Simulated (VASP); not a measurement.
# TiSi3O8 (Pmm2) in VASP: settings compared

Aim: see how the results for TiSi3O8 move with the level of theory and the settings. Levels: PBE, r2SCAN. Tasks: single point.

Everything below comes from runs of VASP 6.6.1. Logs are shortened: lines on timing, memory, paths and dates and some standing lists are left out, and cuts for length are marked.

## Step 1: The cell of the first run

The structure is orthorhombic, space group Pmm2 (No. 25). Conventional cell: a = 2.886 Å, b = 6.262 Å, c = 6.870 Å, α = 90.00°, β = 90.00°, γ = 90.00°. Si (site symmetry m) has 4 O at 1.62 to 1.79 Å within 2.2 Å. Si (site symmetry mm2) has 4 O at 1.63 to 1.66 Å within 2.2 Å. Within 2.4 Å of Ti (site symmetry mm2) lie 6 O at 1.80 to 2.30 Å. Within 2.2 Å of O (site symmetry m) lie 1 Si at 1.63 Å and 1 Ti at 1.88 Å. O (site symmetry m) has 2 Si at 1.64 Å within 2.2 Å. Within 2.4 Å of O (site symmetry mm2) lie 2 Ti at 1.80 Å. Within 2.4 Å of O (site symmetry mm2) lie 2 Si at 1.79 Å and 2 Ti at 2.30 Å. O (site symmetry mm2) has 2 Si at 1.66 Å within 2.2 Å.

## Step 2: Single point, PBE

INCAR

```
PREC = Accurate
ENCUT = 520
EDIFF = 1E-6
ISMEAR = -1
SIGMA = 0.02
LREAL = False
LASPH = True
NELM = 60
ALGO = Normal
ISIF = 2
LWAVE = False
LCHARG = True
GGA = PE
LELF = True
LVHAR = True
NBANDS = 48
```

KPOINTS

```
Automatic mesh
0
Gamma
  8 4 4
```

POSCAR

```
TiSi3O8
1.0
    2.8857956992      0.0000000000      0.0000000000
    0.0000000000      6.2617066806      0.0000000000
    0.0000000000      0.0000000000      6.8701664354
Si Ti O
3 1 8
Direct
    0.0000000000      0.7516897082     -0.0387606880
    0.0000000000      0.2483102918     -0.0387606880
    0.5000000000      0.5000000000      0.5145176201
    0.5000000000      0.0000000000      0.5711415312
    0.5000000000      0.7127979922      0.6499712822
    0.5000000000      0.7812294168      0.0719520127
    0.0000000000      0.0000000000      0.4155137171
    0.0000000000      0.0000000000      0.8317960325
    0.5000000000      0.2872020078      0.6499712822
    0.5000000000      0.2187705832      0.0719520127
    0.0000000000      0.5000000000      0.3953575605
    0.0000000000      0.5000000000      0.9053483249
```

Potentials or basis: VASP PAW PBE potentials, release 64 (Si, Ti_sv, O).

Run with:

```console
$ cat potpaw_PBE.64/Si/POTCAR potpaw_PBE.64/Ti_sv/POTCAR potpaw_PBE.64/O/POTCAR > POTCAR
$ mpirun -np 1 vasp_std > vasp.out
```

OUTCAR:

```text
PREC = Accurate
   ENCUT = 520
   EDIFF = 1E-6
   ISMEAR = -1
   LREAL = False
   LASPH = True
   NELM = 60
   ISIF = 2
   GGA = PE

 ion  position               nearest neighbor table
   1  0.000  0.752  0.961-  12 1.62   6 1.64   6 1.64   8 1.79   2 3.11
   2  0.000  0.248  0.961-  12 1.62  10 1.64  10 1.64   8 1.79   1 3.11
   3  0.500  0.500  0.515-   5 1.63   9 1.63  11 1.66  11 1.66
   4  0.500  0.000  0.571-   7 1.80   7 1.80   9 1.88   5 1.88   8 2.30   8 2.30
   5  0.500  0.713  0.650-   3 1.63   4 1.88
   6  0.500  0.781  0.072-   1 1.64   1 1.64
   7  0.000  0.000  0.416-   4 1.80   4 1.80
   8  0.000  0.000  0.832-   1 1.79   2 1.79   4 2.30   4 2.30
   9  0.500  0.287  0.650-   3 1.63   4 1.88
  10  0.500  0.219  0.072-   2 1.64   2 1.64
  11  0.000  0.500  0.395-   3 1.66   3 1.66
  12  0.000  0.500  0.905-   1 1.62   2 1.62

  LATTYP: Found a simple orthorhombic cell.
 ALAT       =     2.8857956992
 B/A-ratio  =     2.1698371379
 C/A-ratio  =     2.3806835797

  Lattice vectors:

 A1 = (   2.8857956992,   0.0000000000,   0.0000000000)
 A2 = (   0.0000000000,   6.2617066806,   0.0000000000)
 A3 = (   0.0000000000,   0.0000000000,   6.8701664354)

Analysis of symmetry for initial positions (statically):
=====================================================================
 Subroutine PRICEL returns:
 Original cell was already a primitive cell.

 Routine SETGRP: Setting up the symmetry group for a
 simple orthorhombic supercell.

 Subroutine GETGRP returns: Found  4 space group operations
 (whereof  4 operations were pure point group operations)
 out of a pool of  8 trial point group operations.

The static configuration has the point symmetry C_2v.

Analysis of symmetry for dynamics (positions and initial velocities):
=====================================================================
 Subroutine PRICEL returns:
 Original cell was already a primitive cell.

 Routine SETGRP: Setting up the symmetry group for a
 simple orthorhombic supercell.

 Subroutine GETGRP returns: Found  4 space group operations
 (whereof  4 operations were pure point group operations)
 out of a pool of  8 trial point group operations.

The dynamic configuration has the point symmetry C_2v.

 Subroutine INISYM returns: Found  4 space group operations
 (whereof  4 operations are pure point group operations),
 and found     1 'primitive' translations

----------------------------------------------------------------------------------------

                                     Primitive cell

  volume of cell :     124.1440

  direct lattice vectors                    reciprocal lattice vectors
     2.885795699  0.000000000  0.000000000     0.346524877  0.000000000  0.000000000
     0.000000000  6.261706681  0.000000000     0.000000000  0.159700869  0.000000000
     0.000000000  0.000000000  6.870166435     0.000000000  0.000000000  0.145556881

  length of vectors
     2.885795699  6.261706681  6.870166435     0.346524877  0.159700869  0.145556881

  position of ions in fractional coordinates (direct lattice)
     0.000000000  0.751689708  0.961239312
     0.000000000  0.248310292  0.961239312
     0.500000000  0.500000000  0.514517620
     0.500000000  0.000000000  0.571141531
     0.500000000  0.712797992  0.649971282
     0.500000000  0.781229417  0.071952013
     0.000000000  0.000000000  0.415513717
     0.000000000  0.000000000  0.831796033
     0.500000000  0.287202008  0.649971282
     0.500000000  0.218770583  0.071952013
     0.000000000  0.500000000  0.395357561
     0.000000000  0.500000000  0.905348325

  ion indices of the primitive-cell ions
   primitive index   ion index
                 1           1
                 2           2
                 3           3
                 4           4
                 5           5
                 6           6
                 7           7
                 8           8
                 9           9
                10          10
                11          11
                12          12

----------------------------------------------------------------------------------------

 KPOINTS: Automatic mesh

Automatic generation of k-mesh.
 Grid dimensions read from file:
 generate k-points for:    8    4    4

 Generating k-lattice:

  Cartesian coordinates                     Fractional coordinates (reciprocal lattice)
     0.043315610  0.000000000  0.000000000     0.125000000  0.000000000  0.000000000
     0.000000000  0.039925217  0.000000000     0.000000000  0.250000000  0.000000000
     0.000000000  0.000000000  0.036389220     0.000000000  0.000000000  0.250000000

  Length of vectors
     0.043315610  0.039925217  0.036389220

  Shift w.r.t. Gamma in fractional coordinates (k-lattice)
     0.000000000  0.000000000  0.000000000

 Subroutine IBZKPT returns following result:
 ===========================================

 Found     45 irreducible k-points:

 Following reciprocal coordinates:
            Coordinates               Weight
  0.000000  0.000000  0.000000      1.000000
  0.125000  0.000000  0.000000      2.000000
  0.250000  0.000000  0.000000      2.000000
  0.375000  0.000000  0.000000      2.000000
  0.500000  0.000000  0.000000      1.000000
  0.000000  0.250000  0.000000      2.000000
[... 16 lines left out ...]
  0.250000  0.250000  0.250000      8.000000
  0.375000  0.250000  0.250000      8.000000
 [... further k-points ...]
   k-points           NKPTS =     45   k-points in BZ     NKDIM =     45   number of bands    NBANDS=     48
   number of dos      NEDOS =    301   number of ions     NIONS =     12
   total plane-waves  NPLWV =  62208
   dimension x,y,z NGX =    24 NGY =   48 NGZ =   54
   dimension x,y,z NGXF=    48 NGYF=   96 NGZF=  108
   ions per type =               3   1   8
   NGX,Y,Z   is equivalent  to a cutoff of  13.83, 12.74, 13.07 a.u.
   NGXF,Y,Z  is equivalent  to a cutoff of  27.65, 25.49, 26.13 a.u.
 SYSTEM =  unknown system
   PREC   = accura    normal or accurate (medium, high low for compatibility)
   ISTART =      0    job   : 0-new  1-cont  2-samecut
   ICHARG =      2    charge: 1-file 2-atom 10-const
   ISPIN  =      1    spin polarized calculation?
   LNONCOLLINEAR =      F non collinear calculations
   LSORBIT =      F    spin-orbit coupling
   LASPH  =      T    aspherical Exc in radial PAW
   ENCUT  =  520.0 eV  38.22 Ry    6.18 a.u.   5.37 11.64 12.77*2*pi/ulx,y,z
   NELM   =     60;   NELMIN=  2; NELMDL= -5     # of ELM steps
   EDIFF  = 0.1E-05   stopping-criterion for ELM
   LREAL  =      F    real-space projection
   EDIFFG = 0.1E-04   stopping-criterion for IOM
   NSW    =      0    number of steps for IOM
   IBRION =     -1    ionic relax: 0-MD 1-quasi-New 2-CG
   NFREE  =      0    steps in history (QN), initial steepest desc. (CG)
   ISIF   =      2    stress and relaxation
   ISYM   =      2    0-nonsym 1-usesym 2-fastsym
   POTIM  = 0.5000    time-step for ionic-motion
   TEBEG  =    0.0;   TEEND  =   0.0 temperature during run
   PSTRESS=    0.0 pullay stress
   NELECT =      72.0000    total number of electrons
   NUPDOWN=      -1.0000    fix difference up-down
   EMIN   =  10.00;   EMAX   =-10.00  energy-range for DOS
   EFERMI =   0.00;   METHOD = LEGACY
   ISMEAR =    -1;   SIGMA  =   0.02  broadening in eV -4-tet -1-fermi 0-gaus
   EFERMI_NEDOS =   21; number of points for ismear=-14 and -15
   IALGO  =     38    algorithm
   IMIX   =      4    mixing-type and parameters
     AMIX     =   0.40;   BMIX     =  1.00
     AMIX_MAG =   1.60;   BMIX_MAG =  1.00
  volume/ion in A,a.u.               =      10.35        69.81
  Fermi-wavevector in a.u.,A,eV,Ry     =   1.365245  2.579938 25.359802  1.863893
  Thomas-Fermi vector in A             =   2.491490
   LORBIT       =      0    0 simple, 1 ext, 2 COOP (PROOUT), +10 PAW based schemes
   GGA     = PE    functional components
   LHFCALC =     F    Hartree Fock is set to
   AEXX    =    0.0000 exact exchange contribution
   IVDW    =     0    specifies the selected vdW correction
   LEPSILON=     F    determine dielectric tensor
   LRPA    =     F    only Hartree local field effects (RPA)
 non-spin polarized calculation
  energy-cutoff  :      520.00
  volume of cell :      124.14
 maximum number of plane-waves:      3368
 NGX is ok and might be reduce to    24
   NGX = 11   NGY = 23   NGZ = 25

 number of electron      72.0000015 magnetization

 Free energy of the ion-electron system (eV)
  ---------------------------------------------------
  ext. energy  EPLUGINS =         0.00000000
  ---------------------------------------------------
  free energy    TOTEN  =       -94.39841990 eV

  energy without entropy =      -94.39841990  energy(sigma->0) =      -94.39841990

 E-fermi :   4.5014     XC(G=0): -10.7155

 val. band max:        4.0362839174   @ k =   0.3750   0.5000   0.0000
 cond. band min:       7.3368810237   @ k =   0.3750   0.5000   0.0000
 fundamental gap:      3.3005971064
 Fermi energy:         4.5013506314

 k-point     1 :       0.0000    0.0000    0.0000
  band No.  band energies     occupation
      1     -52.0864      2.00000
      2     -28.4779      2.00000
      3     -28.3901      2.00000
      4     -28.1765      2.00000
      5     -16.2345      2.00000
      6     -15.3020      2.00000
[... 40 lines left out ...]
     47      13.4068      0.00000
     48      14.5337      0.00000

 k-point     2 :       0.1250    0.0000    0.0000
  band No.  band energies     occupation
      1     -52.0781      2.00000
      2     -28.4704      2.00000
      3     -28.3830      2.00000
      4     -28.2585      2.00000
      5     -16.0889      2.00000
      6     -15.1790      2.00000
[... 40 lines left out ...]
     47      13.6811      0.00000
     48      14.7211      0.00000

 k-point     3 :       0.2500    0.0000    0.0000
  band No.  band energies     occupation
      1     -52.0582      2.00000
      2     -28.5265      2.00000
      3     -28.3769      2.00000
      4     -28.3657      2.00000
      5     -15.6788      2.00000
      6     -14.8415      2.00000
[... 40 lines left out ...]
     47      13.7423      0.00000
     48      14.3461      0.00000

 k-point     4 :       0.3750    0.0000    0.0000
  band No.  band energies     occupation
      1     -52.0381      2.00000
      2     -28.7063      2.00000
      3     -28.3643      2.00000
      4     -28.3484      2.00000
      5     -15.0876      2.00000
      6     -14.3886      2.00000
[... 958 lines left out ...]
     47      13.7113      0.00000
     48      14.2360      0.00000

 k-point    23 :       0.2500    0.2500    0.2500
  band No.  band energies     occupation
      1     -52.0582      2.00000
      2     -28.5265      2.00000
      3     -28.3768      2.00000
      4     -28.3660      2.00000
      5     -15.5591      2.00000
      6     -14.8830      2.00000
[... 40 lines left out ...]
     47      13.8797      0.00000
     48      14.1384      0.00000

 k-point    24 :       0.3750    0.2500    0.2500
  band No.  band energies     occupation
      1     -52.0381      2.00000
      2     -28.7063      2.00000
      3     -28.3643      2.00000
      4     -28.3486      2.00000
      5     -14.9955      2.00000
      6     -14.4368      2.00000
[... 40 lines left out ...]
     47      13.9996      0.00000
     48      14.3189      0.00000

 [... further k-points ...]

------------------------ aborting loop because EDIFF is reached ----------------------------------------

  FORCE on cell =-STRESS in cart. coord.  units (eV):
  Direction    XX          YY          ZZ          XY          YZ          ZX
  --------------------------------------------------------------------------------------
  -------------------------------------------------------------------------------------
  Total        5.6305289      5.8811186      4.2177265      0.0000000      0.0000000      0.0000000
  in kB       72.6664951     75.9005560     54.4331463      0.0000000      0.0000000      0.0000000
  external PRESSURE =      67.6667325 kB  Pullay stress =       0.0000000 kB

 VOLUME and BASIS-vectors are now :
 -----------------------------------------------------------------------------
  energy-cutoff  :      520.00
  volume of cell :      124.14
      direct lattice vectors                 reciprocal lattice vectors
     2.885795699  0.000000000  0.000000000     0.346524877  0.000000000  0.000000000
     0.000000000  6.261706681  0.000000000     0.000000000  0.159700869  0.000000000
     0.000000000  0.000000000  6.870166435     0.000000000  0.000000000  0.145556881

 POSITION                                       TOTAL-FORCE (eV/Angst)
 -----------------------------------------------------------------------------------
      0.00000      4.70686      6.60387         0.000000      0.076511     -0.255843
      0.00000      1.55485      6.60387        -0.000000     -0.076511     -0.255843
      1.44290      3.13085      3.53482         0.000000      0.000000     -0.096295
      1.44290      0.00000      3.92384         0.000000      0.000000      0.157154
      1.44290      4.46333      4.46541         0.000000      0.186452      0.306905
      1.44290      4.89183      0.49432         0.000000      0.092751      0.458410
      0.00000      0.00000      2.85465         0.000000      0.000000     -0.403194
      0.00000      0.00000      5.71458         0.000000      0.000000     -0.143746
      1.44290      1.79837      4.46541         0.000000     -0.186452      0.306905
      1.44290      1.36988      0.49432         0.000000     -0.092751      0.458410
      0.00000      3.13085      2.71617         0.000000      0.000000     -0.424043
      0.00000      3.13085      6.21989         0.000000      0.000000     -0.108817
 -----------------------------------------------------------------------------------
    total drift:                                0.000000      0.000000     -0.000869

  FREE ENERGIE OF THE ION-ELECTRON SYSTEM (eV)
  ---------------------------------------------------
  free  energy   TOTEN  =       -94.3984199027 eV

  energy  without entropy=      -94.3984199027  energy(sigma->0) =      -94.39841990
```

Run time: 5.9 min. Hardware: 1 thread of Oxide Virtual Turin-like, shared host; peak memory 0.33 GiB.

Results:

```yaml
Free_energy: -94.3984 eV
Pressure: 6.8 GPa
Largest_force: 0.468 eV/Å
Band_gap_on_the_k_mesh: 3.30 eV
```

Forces in eV/Å, atoms in the order of the input:
```
Si   0.000  0.077 -0.256
Si   0.000 -0.077 -0.256
Si   0.000  0.000 -0.096
Ti   0.000  0.000  0.157
O    0.000  0.186  0.307
O    0.000  0.093  0.458
O    0.000  0.000 -0.403
O    0.000  0.000 -0.144
O    0.000 -0.186  0.307
O    0.000 -0.093  0.458
O    0.000  0.000 -0.424
O    0.000  0.000 -0.109
```

Stress tensor (GPa, compression positive):
```
7.27 0.00 0.00
0.00 7.59 0.00
0.00 0.00 5.44
```

Levels at points of the mesh, in eV from the valence-band top:
```tsv
k point	band 34	band 35	band 36	band 37	band 38	band 39
(0.00, 0.00, 0.00)	-0.94	-0.87	-0.31	3.75	3.99	4.31
(0.50, 0.00, 0.00)	-0.94	-0.88	-0.72	3.65	3.86	4.37
(0.00, 0.50, 0.00)	-0.61	-0.48	-0.29	3.85	3.89	4.38
(0.50, 0.50, 0.00)	-0.99	-0.72	-0.03	3.39	3.86	4.19
(0.00, 0.00, 0.50)	-0.84	-0.72	-0.32	3.77	3.99	4.73
(0.50, 0.00, 0.50)	-1.00	-0.80	-0.65	3.69	3.85	4.35
(0.00, 0.50, 0.50)	-0.60	-0.48	-0.19	3.82	3.89	4.32
(0.50, 0.50, 0.50)	-0.94	-0.53	0.00	3.42	3.84	4.17
```

Caveat: the cell stands under pressure.

[end of part 1 of 2]
